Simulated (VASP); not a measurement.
Here is a VASP 6.6.1 calculation.

Contents of INCAR:

```
SYSTEM = AlInSb2
  PREC = Accurate
  ENCUT = 520
  EDIFF = 1E-7
  ISMEAR = 0
  SIGMA = 0.05
  LREAL = .FALSE.
  LASPH = .TRUE.
  NELM = 80
  ALGO = Normal
  ISIF = 2
  LWAVE = .FALSE.
  LCHARG = .FALSE.
  GGA = CA
  NBANDS = 21
```

KPOINTS

```
Automatic mesh
0
G
  8 8 6
  0 0 0
```

POSCAR

```
AlInSb2
1.0
    4.4375919547      0.0000000000      0.0000000000
    0.0000000000      4.4375919547      0.0000000000
    0.0000000000      0.0000000000      6.2673789797
Al In Sb
1 1 2
Direct
    0.0000000000      0.0000000000      0.0000000000
    0.5000000000      0.5000000000      0.5000000000
    0.0000000000      0.5000000000      0.1940770864
    0.5000000000      0.0000000000      0.8059229136
```

Potentials or basis: VASP PAW LDA potentials, release 64 (Al, In_d, Sb).

Run with:

```console
$ cat potpaw_LDA.64/Al/POTCAR potpaw_LDA.64/In_d/POTCAR potpaw_LDA.64/Sb/POTCAR > POTCAR
$ mpirun -np 1 vasp_std > vasp.out
```

Task: What does it give for the pressure?

Result: 1.2 GPa.

Task: Predict the largest force.

Result: 2.218 eV/Å.

Task: What does it give for the band gap on the k mesh?

Result: Zero (bands 13 and 14 overlap by 0.33 eV).

Stress tensor (GPa, compression positive):
```
 2.32  0.00  0.00
 0.00  2.32  0.00
 0.00  0.00 -0.94
```

Caveat: semilocal functionals underestimate gaps, and a narrow one can read as zero; spin-orbit coupling is left out, which moves the levels of the heavy elements; forces of over 1 eV/Å act on the atoms, so gaps and moduli don't describe the material at rest.
